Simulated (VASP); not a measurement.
# Ni in VASP: a series of runs

Runs on Ni. Level: PBE+U. Tasks: single point.

All numbers are computed with VASP 6.6.1; they aren't measurements. Logs are shortened: lines on timing, memory, paths and dates and some standing lists are left out, and cuts for length are marked.

### Step 1. The cell of the first run

The cell holds a slab with vacuum, 4 atoms: a = 2.489 Å, b = 2.489 Å, c = 19.097 Å, α = 90.00°, β = 90.00°, γ = 120.00°.

### Step 2. Single point, PBE+U

INCAR

```
SYSTEM = Ni
PREC     = Accurate       ! precision mode
ENCUT    = 520            ! plane-wave cutoff, eV
EDIFF    = 1E-6           ! SCF threshold, eV
ISMEAR   = -1             ! smearing method
SIGMA    = 0.1            ! smearing width, eV
LREAL    = .False.        ! projectors in reciprocal space
LASPH    = .True.         ! aspherical terms in the spheres
NELM     = 200            ! most SCF steps
ALGO     = Normal         ! electronic algorithm
ISIF     = 2              ! what is computed and relaxed
LWAVE    = .False.        ! write WAVECAR
LCHARG   = .False.        ! write CHGCAR
LMAXMIX  = 4              ! l up to which the mixer works
LDAU     = .True.         ! DFT+U
LDAUTYPE = 2            
LDAUL    = 2              ! shell
LDAUU    = 3              ! U, eV
LDAUJ    = 0            
LDAUPRINT= 1            
GGA      = PE             ! functional
NBANDS   = 28             ! bands
GGA_COMPAT= .False.      
NELMDL   = -8
```

KPOINTS

```
regular mesh
0
Gamma
  8 8 1
  0 0 0
```

POSCAR

```
Ni
1.0
    2.4890160000      0.0000000000      0.0000000000
   -1.2445080000      2.1555510000      0.0000000000
    0.0000000000      0.0000000000     19.0968190000
Ni
4
Direct
    0.0000000000      0.0000000000      0.3414020000
    0.3333330000      0.6666670000      0.4479500000
    0.6666670000      0.3333330000      0.5532630000
    0.0000000000      0.0000000000      0.6590170000
```

Potentials or basis: VASP PAW PBE potentials, release 64 (Ni).

Run with:

```console
> cat potpaw_PBE.64/Ni/POTCAR > POTCAR
> mpirun -np 1 vasp_std > vasp.out
```

OUTCAR:

```text
SYSTEM = Ni
   PREC = Accurate
   ENCUT = 520
   EDIFF = 1E-6
   ISMEAR = -1
   LREAL = .False.
   LASPH = .True.
   NELM = 200
   ISIF = 2
   GGA = PE
   NELMDL = -8

 ion  position               nearest neighbor table
   1  0.000  0.000  0.341-   2 2.49   2 2.49   2 2.49
   2  0.333  0.667  0.448-   3 2.47   3 2.47   3 2.47   1 2.49   1 2.49   1 2.49
   3  0.667  0.333  0.553-   2 2.47   2 2.47   2 2.47   4 2.48   4 2.48   4 2.48
   4  0.000  0.000  0.659-   3 2.48   3 2.48   3 2.48

  LATTYP: Found a hexagonal cell.
 ALAT       =     2.4890160000
 C/A-ratio  =     7.6724372202

  Lattice vectors:

 A1 = (   2.4890160000,   0.0000000000,   0.0000000000)
 A2 = (  -1.2445080000,   2.1555510000,   0.0000000000)
 A3 = (   0.0000000000,   0.0000000000,  19.0968190000)

Analysis of symmetry for initial positions (statically):
=====================================================================
 Subroutine PRICEL returns:
 Original cell was already a primitive cell.

 Routine SETGRP: Setting up the symmetry group for a
 hexagonal supercell.

 Subroutine GETGRP returns: Found  6 space group operations
 (whereof  6 operations were pure point group operations)
 out of a pool of 24 trial point group operations.

The static configuration has the point symmetry C_3v.

Analysis of symmetry for dynamics (positions and initial velocities):
=====================================================================
 Subroutine PRICEL returns:
 Original cell was already a primitive cell.

 Routine SETGRP: Setting up the symmetry group for a
 hexagonal supercell.

 Subroutine GETGRP returns: Found  6 space group operations
 (whereof  6 operations were pure point group operations)
 out of a pool of 24 trial point group operations.

The dynamic configuration has the point symmetry C_3v.

 Subroutine INISYM returns: Found  6 space group operations
 (whereof  6 operations are pure point group operations),
 and found     1 'primitive' translations

----------------------------------------------------------------------------------------

                                     Primitive cell

  volume of cell :     102.4583

  direct lattice vectors                    reciprocal lattice vectors
     2.489016000  0.000000000  0.000000000     0.401765196  0.231959253  0.000000000
    -1.244508000  2.155551000  0.000000000     0.000000000  0.463918506  0.000000000
     0.000000000  0.000000000 19.096819000     0.000000000  0.000000000  0.052364742

  length of vectors
     2.489016000  2.489015925 19.096819000     0.463918492  0.463918506  0.052364742

  position of ions in fractional coordinates (direct lattice)
     0.000000000  0.000000000  0.341402000
     0.333333000  0.666667000  0.447950000
     0.666667000  0.333333000  0.553263000
     0.000000000  0.000000000  0.659017000

  ion indices of the primitive-cell ions
   primitive index   ion index
                 1           1
                 2           2
                 3           3
                 4           4

----------------------------------------------------------------------------------------

 KPOINTS: regular mesh

Automatic generation of k-mesh.
 Grid dimensions read from file:
 generate k-points for:    8    8    1

 Generating k-lattice:

  Cartesian coordinates                     Fractional coordinates (reciprocal lattice)
     0.050220649  0.028994907  0.000000000     0.125000000  0.000000000  0.000000000
     0.000000000  0.057989813  0.000000000     0.000000000  0.125000000  0.000000000
     0.000000000  0.000000000  0.052364742     0.000000000  0.000000000  1.000000000

  Length of vectors
     0.057989812  0.057989813  0.052364742

  Shift w.r.t. Gamma in fractional coordinates (k-lattice)
     0.000000000  0.000000000  0.000000000

 Subroutine IBZKPT returns following result:
 ===========================================

 Found     10 irreducible k-points:

 Following reciprocal coordinates:
            Coordinates               Weight
  0.000000  0.000000  0.000000      1.000000
  0.125000  0.000000  0.000000      6.000000
  0.250000  0.000000  0.000000      6.000000
  0.375000  0.000000  0.000000      6.000000
  0.500000  0.000000  0.000000      3.000000
  0.125000  0.125000  0.000000      6.000000
  0.250000  0.125000  0.000000     12.000000
  0.375000  0.125000  0.000000     12.000000
  0.250000  0.250000  0.000000      6.000000
  0.375000  0.250000  0.000000      6.000000
   k-points           NKPTS =     10   k-points in BZ     NKDIM =     10   number of bands    NBANDS=     28
   number of dos      NEDOS =    301   number of ions     NIONS =      4
   total plane-waves  NPLWV =  57600
   dimension x,y,z NGX =    20 NGY =   20 NGZ =  144
   dimension x,y,z NGXF=    40 NGYF=   40 NGZF=  288
   ions per type =               4
   NGX,Y,Z   is equivalent  to a cutoff of  13.36, 13.36, 12.54 a.u.
   NGXF,Y,Z  is equivalent  to a cutoff of  26.72, 26.72, 25.07 a.u.
 SYSTEM =  Ni
   PREC   = accura    normal or accurate (medium, high low for compatibility)
   ISTART =      0    job   : 0-new  1-cont  2-samecut
   ICHARG =      2    charge: 1-file 2-atom 10-const
   ISPIN  =      1    spin polarized calculation?
   LNONCOLLINEAR =      F non collinear calculations
   LSORBIT =      F    spin-orbit coupling
   LASPH  =      T    aspherical Exc in radial PAW
   ENCUT  =  520.0 eV  38.22 Ry    6.18 a.u.   4.63  4.63 35.51*2*pi/ulx,y,z
   NELM   =    200;   NELMIN=  2; NELMDL= -8     # of ELM steps
   EDIFF  = 0.1E-05   stopping-criterion for ELM
   LREAL  =      F    real-space projection
   EDIFFG = 0.1E-04   stopping-criterion for IOM
   NSW    =      0    number of steps for IOM
   IBRION =     -1    ionic relax: 0-MD 1-quasi-New 2-CG
   NFREE  =      0    steps in history (QN), initial steepest desc. (CG)
   ISIF   =      2    stress and relaxation
   ISYM   =      2    0-nonsym 1-usesym 2-fastsym
   POTIM  = 0.5000    time-step for ionic-motion
   TEBEG  =    0.0;   TEEND  =   0.0 temperature during run
   PSTRESS=    0.0 pullay stress
   NELECT =      40.0000    total number of electrons
   NUPDOWN=      -1.0000    fix difference up-down
   EMIN   =  10.00;   EMAX   =-10.00  energy-range for DOS
   EFERMI =   0.00;   METHOD = LEGACY
   ISMEAR =    -1;   SIGMA  =   0.10  broadening in eV -4-tet -1-fermi 0-gaus
   EFERMI_NEDOS =   21; number of points for ismear=-14 and -15
   IALGO  =     38    algorithm
   IMIX   =      4    mixing-type and parameters
     AMIX     =   0.40;   BMIX     =  1.00
     AMIX_MAG =   1.60;   BMIX_MAG =  1.00
  volume/ion in A,a.u.               =      25.61       172.86
  Fermi-wavevector in a.u.,A,eV,Ry     =   1.196499  2.261056 19.478248  1.431611
  Thomas-Fermi vector in A             =   2.332438
   LORBIT       =      0    0 simple, 1 ext, 2 COOP (PROOUT), +10 PAW based schemes
 LDA+U is selected, type is set to LDAUTYPE =  2
   angular momentum for each species LDAUL =     2
   U (eV)           for each species LDAUU =   3.0
   J (eV)           for each species LDAUJ =   0.0
   GGA     = PE    functional components
   LHFCALC =     F    Hartree Fock is set to
   AEXX    =    0.0000 exact exchange contribution
   IVDW    =     0    specifies the selected vdW correction
   LEPSILON=     F    determine dielectric tensor
   LRPA    =     F    only Hartree local field effects (RPA)
 non-spin polarized calculation
  energy-cutoff  :      520.00
  volume of cell :      102.46
 maximum number of plane-waves:      2788
 NGX is ok and might be reduce to    20
   NGX =  9   NGY =  9   NGZ = 71

atom =   1  type =  1  l = 2

 onsite density matrix

spin component  1

  0.8106  0.0000  0.0000  0.0215  0.0000
  0.0000  0.8910 -0.0000  0.0000  0.0215
  0.0000 -0.0000  0.8445  0.0000 -0.0000
  0.0215  0.0000  0.0000  0.8910  0.0000
  0.0000  0.0215 -0.0000  0.0000  0.8106

spin component  2

  0.8106  0.0000  0.0000  0.0215  0.0000
  0.0000  0.8910 -0.0000  0.0000  0.0215
  0.0000 -0.0000  0.8445  0.0000 -0.0000
  0.0215  0.0000  0.0000  0.8910  0.0000
  0.0000  0.0215 -0.0000  0.0000  0.8106
[... 100 lines left out ...]
 occupancies and eigenvectors

  o =  0.8057  v =  0.0000 -0.2533  0.0000  0.0000  0.9674  0.0000  0.0000  0.0000  0.0000  0.0000      0.0000  0.0000  0.0000  0.0000  0.0000  0.0000  0.0000  0.0000  0.0000  0.0000
  o =  0.8057  v =  0.0000  0.0000  0.0000  0.0000  0.0000  0.0000 -0.2533  0.0000  0.0000  0.9674      0.0000  0.0000  0.0000  0.0000  0.0000  0.0000  0.0000  0.0000  0.0000  0.0000
  o =  0.8057  v =  0.0000  0.0000  0.0000  0.0000  0.0000 -0.9674  0.0000  0.0000  0.2533 -0.0000      0.0000  0.0000  0.0000  0.0000  0.0000  0.0000  0.0000  0.0000  0.0000  0.0000
  o =  0.8057  v = -0.9674  0.0000  0.0000  0.2533 -0.0000  0.0000  0.0000  0.0000  0.0000  0.0000      0.0000  0.0000  0.0000  0.0000  0.0000  0.0000  0.0000  0.0000  0.0000  0.0000
  o =  0.8453  v =  0.0000 -0.0000 -1.0000  0.0000  0.0000  0.0000  0.0000  0.0000  0.0000  0.0000      0.0000  0.0000  0.0000  0.0000  0.0000  0.0000  0.0000  0.0000  0.0000  0.0000
  o =  0.8453  v =  0.0000  0.0000  0.0000  0.0000  0.0000  0.0000 -0.0000 -1.0000  0.0000  0.0000      0.0000  0.0000  0.0000  0.0000  0.0000  0.0000  0.0000  0.0000  0.0000  0.0000
  o =  0.8958  v =  0.0000  0.9674 -0.0000  0.0000  0.2533  0.0000  0.0000  0.0000  0.0000  0.0000      0.0000  0.0000  0.0000  0.0000  0.0000  0.0000  0.0000  0.0000  0.0000  0.0000
  o =  0.8958  v =  0.0000  0.0000  0.0000  0.0000  0.0000  0.0000  0.9674 -0.0000  0.0000  0.2533      0.0000  0.0000  0.0000  0.0000  0.0000  0.0000  0.0000  0.0000  0.0000  0.0000
  o =  0.8958  v =  0.2533  0.0000  0.0000  0.9674 -0.0000  0.0000  0.0000  0.0000  0.0000  0.0000      0.0000  0.0000  0.0000  0.0000  0.0000  0.0000  0.0000  0.0000  0.0000  0.0000
  o =  0.8958  v =  0.0000  0.0000  0.0000  0.0000  0.0000  0.2533  0.0000  0.0000  0.9674 -0.0000      0.0000  0.0000  0.0000  0.0000  0.0000  0.0000  0.0000  0.0000  0.0000  0.0000

 number of electron      40.0000006 magnetization

 Free energy of the ion-electron system (eV)
  ---------------------------------------------------
  ext. energy  EPLUGINS =         0.00000000
  ---------------------------------------------------
  free energy    TOTEN  =       -12.59168886 eV

  energy without entropy =      -12.25161673  energy(sigma->0) =      -12.42165279

 E-fermi :   0.8007     XC(G=0):  -6.5558

 val. band max:        0.7821215955   @ k =   0.2500   0.2500   0.0000
 cond. band min:       0.8242523654   @ k =   0.3750   0.0000   0.0000
 fundamental gap:      0.0421307700
 Fermi energy:         0.8007153176

 k-point     1 :       0.0000    0.0000    0.0000
  band No.  band energies     occupation
      1      -6.9695      2.00000
      2      -5.6418      2.00000
      3      -4.1289      2.00000
      4      -3.5236      2.00000
      5      -1.1548      2.00000
      6      -1.1548      2.00000
[... 20 lines left out ...]
     27       5.9219      0.00000
[... 257 lines left out ...]
      6      -1.9324      2.00000
[... 20 lines left out ...]
     27       9.4418      0.00000
     28       9.8176      0.00000

------------------------ aborting loop because EDIFF is reached ----------------------------------------

  FORCE on cell =-STRESS in cart. coord.  units (eV):
  Direction    XX          YY          ZZ          XY          YZ          ZX
  --------------------------------------------------------------------------------------
  -------------------------------------------------------------------------------------
  Total       -3.4227616     -3.4227613     -1.7780982      0.0000000      0.0000000      0.0000000
  in kB      -53.5229701    -53.5229658    -27.8047702      0.0000000      0.0000000      0.0000000
  external PRESSURE =     -44.9502353 kB  Pullay stress =       0.0000000 kB

 VOLUME and BASIS-vectors are now :
 -----------------------------------------------------------------------------
  energy-cutoff  :      520.00
  volume of cell :      102.46
      direct lattice vectors                 reciprocal lattice vectors
     2.489016000  0.000000000  0.000000000     0.401765196  0.231959253  0.000000000
    -1.244508000  2.155551000  0.000000000     0.000000000  0.463918506  0.000000000
     0.000000000  0.000000000 19.096819000     0.000000000  0.000000000  0.052364742

 POSITION                                       TOTAL-FORCE (eV/Angst)
 -----------------------------------------------------------------------------------
      0.00000      0.00000      6.51969         0.000000      0.000000      0.345553
     -0.00000      1.43703      8.55442        -0.000000     -0.000000     -0.095707
      1.24451      0.71852     10.56556        -0.000000     -0.000000      0.032566
      0.00000      0.00000     12.58513        -0.000000      0.000000     -0.282412
 -----------------------------------------------------------------------------------
    total drift:                                0.000000      0.000000      0.000795

  FREE ENERGIE OF THE ION-ELECTRON SYSTEM (eV)
  ---------------------------------------------------
  free  energy   TOTEN  =       -12.5916888593 eV

  energy  without entropy=      -12.2516167280  energy(sigma->0) =      -12.42165279
```

Wall time 65 s (1 thread of Intel Xeon Platinum 8375C at 2.90GHz (Ice Lake), shared host); peak memory 0.22 GiB.

Results:

```
Free energy            : -12.5917 eV
Largest force          : 0.346 eV/Å
Band gap on the k mesh : zero (bands 20 and 21 overlap by 0.70 eV)
```

Forces in eV/Å, atoms in the order of the input:
```
Ni   0.000  0.000  0.346
Ni   0.000  0.000 -0.096
Ni   0.000  0.000  0.033
Ni   0.000  0.000 -0.282
```

Levels at points of the mesh, in eV from the Fermi level:
```tsv
k point	band 18	band 19	band 20	band 21	band 22	band 23
(0.00, 0.00, 0.00)	-0.74	-0.74	-0.36	-0.36	-0.12	-0.12
(0.50, 0.00, 0.00)	0.04	0.17	0.20	1.33	2.52	3.19
```

Eigenvalues of the final occupation matrices:
```csv
site,spin,trace,eigenvalues
site 1 d,1,4.25,0.81 0.81 0.84 0.90 0.90
site 1 d,2,4.25,0.81 0.81 0.84 0.90 0.90
site 2 d,1,4.25,0.82 0.82 0.82 0.89 0.89
site 2 d,2,4.25,0.82 0.82 0.82 0.89 0.89
site 3 d,1,4.25,0.82 0.82 0.82 0.89 0.89
site 3 d,2,4.25,0.82 0.82 0.82 0.89 0.89
site 4 d,1,4.25,0.81 0.81 0.85 0.90 0.90
site 4 d,2,4.25,0.81 0.81 0.85 0.90 0.90
```

Caveat: the k points lie up to 0.36 Å⁻¹ apart, too coarse for converged energies and pressures of a metal; the run has no spin polarisation, though such a crystal can be magnetic; U without spin polarisation on a metal has little footing; the U is typed as a test and isn't derived for this compound.

### Step 3. Single point, PBE+U

INCAR

```
PREC = Accurate
ENCUT = 520
EDIFF = 1E-6
ISMEAR = -1
SIGMA = 0.1
LREAL = F
LASPH = T
NELM = 200
ALGO = Normal
ISIF = 2
LWAVE = F
LCHARG = F
LMAXMIX = 4
LDAU = T
LDAUTYPE = 2
LDAUL = 2
LDAUU = 3
LDAUJ = 0
LDAUPRINT = 1
GGA = PE
NBANDS = 28
GGA_COMPAT = F
NELMDL = -8
```

KPOINTS

```
Automatic mesh
0
Gamma
  8 8 1
```

POSCAR is that of step 2.

Potentials or basis: VASP PAW PBE potentials, release 64 (Ni).

Run with:

```console
> cat potpaw_PBE.64/Ni/POTCAR > POTCAR
> mpirun -np 1 vasp_std > vasp.out
```

It took 64 s on 1 thread of Intel Xeon Platinum 8375C at 2.90GHz (Ice Lake), shared host; peak memory 0.22 GiB.

The run converged. Its results:

```yaml
Free_energy: -12.5917 eV
Largest_force: 0.346 eV/Å
Band_gap_on_the_k_mesh: zero (bands 20 and 21 overlap by 0.70 eV)
```

Forces in eV/Å, atoms in the order of the input:
```
Ni   0.000  0.000  0.346
Ni   0.000  0.000 -0.096
Ni   0.000  0.000  0.033
Ni   0.000  0.000 -0.282
```

Levels at points of the mesh, in eV from the Fermi level:
```tsv
k point	band 18	band 19	band 20	band 21	band 22	band 23
(0.00, 0.00, 0.00)	-0.74	-0.74	-0.36	-0.36	-0.12	-0.12
(0.50, 0.00, 0.00)	0.04	0.17	0.20	1.33	2.52	3.19
```

Eigenvalues of the final occupation matrices:
| site | spin | trace | eigenvalues |
| --- | --- | --- | --- |
| site 1 d | 1 | 4.25 | 0.81 0.81 0.84 0.90 0.90 |
| site 1 d | 2 | 4.25 | 0.81 0.81 0.84 0.90 0.90 |
| site 2 d | 1 | 4.25 | 0.82 0.82 0.82 0.89 0.89 |
| site 2 d | 2 | 4.25 | 0.82 0.82 0.82 0.89 0.89 |
| site 3 d | 1 | 4.25 | 0.82 0.82 0.82 0.89 0.89 |
| site 3 d | 2 | 4.25 | 0.82 0.82 0.82 0.89 0.89 |
| site 4 d | 1 | 4.25 | 0.81 0.81 0.85 0.90 0.90 |
| site 4 d | 2 | 4.25 | 0.81 0.81 0.85 0.90 0.90 |

Caveat: the k points lie up to 0.36 Å⁻¹ apart, too coarse for converged energies and pressures of a metal; the run has no spin polarisation, though such a crystal can be magnetic; U without spin polarisation on a metal has little footing; the U is typed as a test and isn't derived for this compound.
